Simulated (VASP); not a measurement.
# BaTiO3 (P4mm) in VASP: further runs, part 2 of 2

VASP 6.6.1. Earlier steps stand in the parts before.

## 4. Single point, PBE

This run uses another cell than the first one, of 13.34 Å³/atom, 1.015 times its volume.

INCAR reads:

```
SYSTEM = BaTiO3
PREC = Accurate ; ENCUT = 520
EDIFF = 1E-7 ; ISMEAR = 0
SIGMA = 0.02 ; LREAL = .FALSE.
LASPH = .TRUE. ; NELM = 100
ALGO = Normal ; ISIF = 2
LWAVE = .FALSE. ; LCHARG = .FALSE.
GGA = PE ; NBANDS = 28
```

KPOINTS reads:

```
regular mesh
0
G
  8 8 6
  0 0 0
```

POSCAR reads:

```
BaTiO3
1.0
    3.9854497974      0.0000000000      0.0000000000
    0.0000000000      3.9854497974      0.0000000000
    0.0000000000      0.0000000000      4.2004826447
Ba Ti O
1 1 3
Direct
    0.5000000000      0.5000000000      0.5912757143
    0.0000000000      0.0000000000      0.1084227174
    0.0000000000      0.5000000000      0.0602445497
    0.5000000000      0.0000000000      0.0602445497
    0.0000000000      0.0000000000      0.5398094588
```

On the command line:

```
cat potpaw_PBE.64/Ba_sv/POTCAR potpaw_PBE.64/Ti_sv/POTCAR potpaw_PBE.64/O/POTCAR > POTCAR
mpirun -np 1 vasp_std > vasp.out
```

Wall time 60 s (1 thread of Intel Xeon 6975P-C (Granite Rapids), shared host); peak memory 0.25 GiB.

The run converged. Its results:

```yaml
Free_energy: -40.0401 eV
Pressure: 1.6 GPa
Largest_force: 0.083 eV/Å
Band_gap_on_the_k_mesh: 1.79 eV, indirect (least direct gap 2.35 eV)
```

Forces in eV/Å, atoms in the order of the input:
```
Ba   0.000  0.000 -0.050
Ti   0.000  0.000 -0.081
O    0.000  0.000  0.024
O    0.000  0.000  0.024
O    0.000  0.000  0.083
```

Stress tensor (GPa, compression positive):
```
1.58 0.00 0.00
0.00 1.58 0.00
0.00 0.00 1.66
```

Levels at points of the mesh, in eV from the valence-band top:
```csv
k point,band 17,band 18,band 19,band 20,band 21,band 22,band 23,band 24
"(0.00, 0.00, 0.00)",-1.33,-0.93,-0.57,-0.57,1.79,2.43,2.43,4.00
"(0.50, 0.00, 0.00)",-1.97,-1.72,-1.59,-1.34,2.51,3.42,3.53,4.08
"(0.50, 0.50, 0.00)",-2.04,-1.17,-1.17,-0.06,3.56,3.56,3.90,4.09
"(0.00, 0.00, 0.50)",-2.07,-2.00,-0.74,-0.74,1.91,3.43,3.43,4.01
"(0.50, 0.00, 0.50)",-1.86,-1.18,-1.09,-0.52,3.45,3.47,3.70,4.77
"(0.50, 0.50, 0.50)",-2.64,-0.46,-0.46,0.00,3.95,3.95,4.06,5.93
```

Caveat: spin-orbit coupling is left out, which moves the levels of the heavy elements.

## 5. Single point, PBE

This run uses another cell than the first one, of 13.34 Å³/atom, 1.015 times its volume.

INCAR reads:

```
PREC     = Accurate       # precision mode
ENCUT    = 520            # plane-wave cutoff, eV
EDIFF    = 1E-6           # SCF threshold, eV
ISMEAR   = 0              # smearing method
SIGMA    = 0.02           # smearing width, eV
LREAL    = False          # projectors in reciprocal space
LASPH    = True           # aspherical terms in the spheres
NELM     = 80             # most SCF steps
ALGO     = Normal         # electronic algorithm
ISIF     = 2              # what is computed and relaxed
LWAVE    = False          # write WAVECAR
LCHARG   = True           # write CHGCAR
GGA      = PE             # functional
LELF     = True           # ELF
LVHAR    = True         
NBANDS   = 28             # bands
```

KPOINTS reads:

```
regular mesh
0
Gamma
  8 8 6
```

POSCAR is that of step 4.

Potentials or basis: VASP PAW PBE potentials, release 64 (Ba_sv, Ti_sv, O).

On the command line:

```
cat potpaw_PBE.64/Ba_sv/POTCAR potpaw_PBE.64/Ti_sv/POTCAR potpaw_PBE.64/O/POTCAR > POTCAR
mpirun -np 1 vasp_std > vasp.out
```

OUTCAR:

```text
PREC = Accurate
   ENCUT = 520
   EDIFF = 1E-6
   ISMEAR = 0
   LREAL = False
   LASPH = True
   NELM = 80
   ISIF = 2
   GGA = PE

 ion  position               nearest neighbor table
   1  0.500  0.500  0.591-   3 2.80   4 2.80   4 2.80   3 2.80   5 2.83   5 2.83   5 2.83   5 2.83
                             3 2.99   4 2.99   3 2.99   4 2.99   2 3.47   2 3.47   2 3.47   2 3.47
   2  0.000  0.000  0.108-   5 1.81   4 2.00   3 2.00   3 2.00   4 2.00   5 2.39   1 3.47   1 3.47
                             1 3.47   1 3.47   1 3.56   1 3.56   1 3.56   1 3.56
   3  0.000  0.500  0.060-   2 2.00   2 2.00   1 2.80   1 2.80   1 2.99   1 2.99
   4  0.500  0.000  0.060-   2 2.00   2 2.00   1 2.80   1 2.80   1 2.99   1 2.99
   5  0.000  0.000  0.540-   2 1.81   2 2.39   1 2.83   1 2.83   1 2.83   1 2.83

  LATTYP: Found a simple tetragonal cell.
 ALAT       =     3.9854497974
 C/A-ratio  =     1.0539544740

  Lattice vectors:

 A1 = (   3.9854497974,   0.0000000000,   0.0000000000)
 A2 = (   0.0000000000,   3.9854497974,   0.0000000000)
 A3 = (   0.0000000000,   0.0000000000,   4.2004826447)

Analysis of symmetry for initial positions (statically):
=====================================================================
 Subroutine PRICEL returns:
[... 177 lines left out ...]

 E-fermi :   3.8397     XC(G=0): -11.0244

 val. band max:        3.7475983276   @ k =   0.5000   0.5000   0.5000
 cond. band min:       5.5355138895   @ k =   0.0000   0.0000   0.0000
 fundamental gap:      1.7879155619
 Fermi energy:         3.8397357701

 k-point     1 :       0.0000    0.0000    0.0000
  band No.  band energies     occupation
      1     -52.9041      2.00000
      2     -29.2402      2.00000
      3     -29.1014      2.00000
      4     -29.1014      2.00000
      5     -21.4419      2.00000
      6     -13.2688      2.00000
[... 733 lines left out ...]
     27      11.4030      0.00000
     28      12.0391      0.00000

 [... further k-points ...]
[... 5 lines left out ...]
  --------------------------------------------------------------------------------------
  -------------------------------------------------------------------------------------
  Total        0.6609390      0.6609390      0.6928829      0.0000000      0.0000000      0.0000000
  in kB       15.8715039     15.8715039     16.6385910      0.0000000      0.0000000      0.0000000
  external PRESSURE =      16.1271996 kB  Pullay stress =       0.0000000 kB

 VOLUME and BASIS-vectors are now :
 -----------------------------------------------------------------------------
  energy-cutoff  :      520.00
  volume of cell :       66.72
      direct lattice vectors                 reciprocal lattice vectors
     3.985449797  0.000000000  0.000000000     0.250912708  0.000000000  0.000000000
     0.000000000  3.985449797  0.000000000     0.000000000  0.250912708  0.000000000
     0.000000000  0.000000000  4.200482645     0.000000000  0.000000000  0.238067880

 POSITION                                       TOTAL-FORCE (eV/Angst)
 -----------------------------------------------------------------------------------
      1.99272      1.99272      2.48364         0.000000      0.000000     -0.050363
      0.00000      0.00000      0.45543         0.000000     -0.000000     -0.080404
      0.00000      1.99272      0.25306         0.000000     -0.000000      0.024250
      1.99272      0.00000      0.25306         0.000000     -0.000000      0.024250
      0.00000      0.00000      2.26746         0.000000     -0.000000      0.082266
 -----------------------------------------------------------------------------------
    total drift:                                0.000000     -0.000000      0.000103

  FREE ENERGIE OF THE ION-ELECTRON SYSTEM (eV)
  ---------------------------------------------------
  free  energy   TOTEN  =       -40.0401325851 eV

  energy  without entropy=      -40.0401325851  energy(sigma->0) =      -40.04013259
```

stdout:

```text
POSCAR found type information on POSCAR BaTiO
 POSCAR found :  3 types and       5 ions
 scaLAPACK will be used
 LDA part: xc-table for (Slater+PW92), standard interpolation
 POSCAR, INCAR and KPOINTS ok, starting setup
 FFT: planning ... GRIDC
 FFT: planning ... GRID_SOFT
 FFT: planning ... GRID
 WAVECAR not read
 entering main loop
```

Wall time 52 s (1 thread of Intel Xeon 6975P-C (Granite Rapids), shared host); peak memory 0.25 GiB.

Results:

```
Free energy            : -40.0401 eV
Pressure               : 1.6 GPa
Largest force          : 0.082 eV/Å
Band gap on the k mesh : 1.79 eV, indirect (least direct gap 2.35 eV)
```

Forces on the atoms (eV/Å):
```
Ba   0.000  0.000 -0.050
Ti   0.000  0.000 -0.080
O    0.000  0.000  0.024
O    0.000  0.000  0.024
O    0.000  0.000  0.082
```

Stress tensor (GPa, compression positive):
```
1.59 0.00 0.00
0.00 1.59 0.00
0.00 0.00 1.66
```

Levels at points of the mesh, in eV from the valence-band top:
```
           k point  band 16  band 17  band 18  band 19  band 20  band 21  band 22  band 23  band 24  band 25
(0.00, 0.00, 0.00)    -1.74    -1.33    -0.93    -0.57    -0.57     1.79     2.43     2.43     4.00     4.21
(0.50, 0.00, 0.00)    -1.99    -1.97    -1.72    -1.59    -1.34     2.51     3.42     3.52     4.08     5.48
(0.50, 0.50, 0.00)    -2.99    -2.04    -1.17    -1.17    -0.06     3.56     3.56     3.90     4.09     7.42
(0.00, 0.00, 0.50)    -2.18    -2.07    -2.00    -0.74    -0.74     1.91     3.43     3.43     4.00     5.83
(0.50, 0.00, 0.50)    -2.62    -1.86    -1.18    -1.09    -0.52     3.45     3.47     3.70     4.77     7.02
(0.50, 0.50, 0.50)    -2.64    -2.64    -0.46    -0.46     0.00     3.95     3.95     4.06     5.93     6.35
```

Caveat: spin-orbit coupling is left out, which moves the levels of the heavy elements. A k mesh can miss the band edges.

## 6. Single point, PBE (strain along c alone, the other axes held: +1.5 %, then relaxed in part)

INCAR reads:

```
SYSTEM = BaTiO3
PREC = Accurate
ENCUT = 520
EDIFF = 1E-7
ISMEAR = 0
SIGMA = 0.02
LREAL = .FALSE.
LASPH = .TRUE.
NELM = 60
ALGO = Normal
ISIF = 2
LWAVE = .FALSE.
LCHARG = .FALSE.
GGA = PE
NBANDS = 28
```

KPOINTS reads:

```
Automatic mesh
0
G
  8 8 6
  0 0 0
```

POSCAR reads:

```
BaTiO3
1.0
    3.9854497974      0.0000000000      0.0000000000
    0.0000000000      3.9854497974      0.0000000000
    0.0000000000      0.0000000000      4.2634898843
Ba Ti O
1 1 3
Direct
    0.5000000000      0.5000000000      0.5957054886
    0.0000000000      0.0000000000      0.1118345512
    0.0000000000      0.5000000000      0.0588265530
    0.5000000000      0.0000000000      0.0588265530
    0.0000000000      0.0000000000      0.5348038440
```

Potentials or basis: VASP PAW PBE potentials, release 64 (Ba_sv, Ti_sv, O).

On the command line:

```
cat potpaw_PBE.64/Ba_sv/POTCAR potpaw_PBE.64/Ti_sv/POTCAR potpaw_PBE.64/O/POTCAR > POTCAR
mpirun -np 1 vasp_std > vasp.out
```

Wall time 62 s (1 thread of Intel Xeon 6975P-C (Granite Rapids), shared host); peak memory 0.25 GiB.

The run converged. Its results:

```yaml
Free_energy: -40.0433 eV
Pressure: 0.4 GPa
Largest_force: 0.088 eV/Å
Band_gap_on_the_k_mesh: 1.79 eV, indirect (least direct gap 2.39 eV)
```

Forces in eV/Å, atoms in the order of the input:
```
Ba   0.000  0.000 -0.056
Ti   0.000  0.000 -0.088
O    0.000  0.000  0.029
O    0.000  0.000  0.029
O    0.000  0.000  0.086
```

Levels at points of the mesh, in eV from the valence-band top:
| k point | band 16 | band 17 | band 18 | band 19 | band 20 | band 21 | band 22 | band 23 | band 24 | band 25 |
| --- | --- | --- | --- | --- | --- | --- | --- | --- | --- | --- |
| (0.00, 0.00, 0.00) | -1.87 | -1.38 | -1.10 | -0.61 | -0.61 | 1.79 | 2.53 | 2.53 | 3.98 | 4.21 |
| (0.50, 0.00, 0.00) | -2.00 | -1.99 | -1.73 | -1.72 | -1.48 | 2.58 | 3.38 | 3.50 | 4.05 | 5.35 |
| (0.50, 0.50, 0.00) | -3.06 | -2.12 | -1.20 | -1.20 | -0.05 | 3.54 | 3.54 | 3.87 | 3.90 | 7.33 |
| (0.00, 0.00, 0.50) | -2.24 | -2.10 | -2.00 | -0.74 | -0.74 | 1.90 | 3.40 | 3.40 | 3.99 | 5.75 |
| (0.50, 0.00, 0.50) | -2.59 | -1.90 | -1.26 | -1.15 | -0.61 | 3.41 | 3.44 | 3.62 | 4.73 | 6.81 |
| (0.50, 0.50, 0.50) | -2.68 | -2.68 | -0.56 | -0.56 | 0.00 | 3.87 | 3.87 | 4.01 | 5.75 | 6.25 |

Caveat: the cell differs from its parent crystal (strain along c alone, the other axes held: +1.5 %, then relaxed in part); spin-orbit coupling is left out, which moves the levels of the heavy elements.

## 7. The runs side by side

| cell | gap on the mesh (eV) | pressure (GPa) | largest force (eV/Å) |
| --- | --- | --- | --- |
| a = 3.985, b = 3.985, c = 4.137 Å, 5 atoms | 1.79 | 3.0 | 0.08 |
| a = 3.985, b = 3.985, c = 4.200 Å, 5 atoms | 1.79 | 1.6 | 0.08 |
| a = 3.985, b = 3.985, c = 4.263 Å, 5 atoms | 1.79 | 0.4 | 0.09 |

Alike in all rows: task single point; level PBE; potentials or basis VASP PAW PBE potentials, release 64 (Ba_sv, Ti_sv, O); no spin polarisation; k mesh 8 × 8 × 6; cutoff (eV) 520; smearing gaussian 0.02 eV.

Caveats: spin-orbit coupling is left out, which moves the levels of the heavy elements.

Total energies depend on the potentials used, so only differences within one code and one set of settings carry meaning.
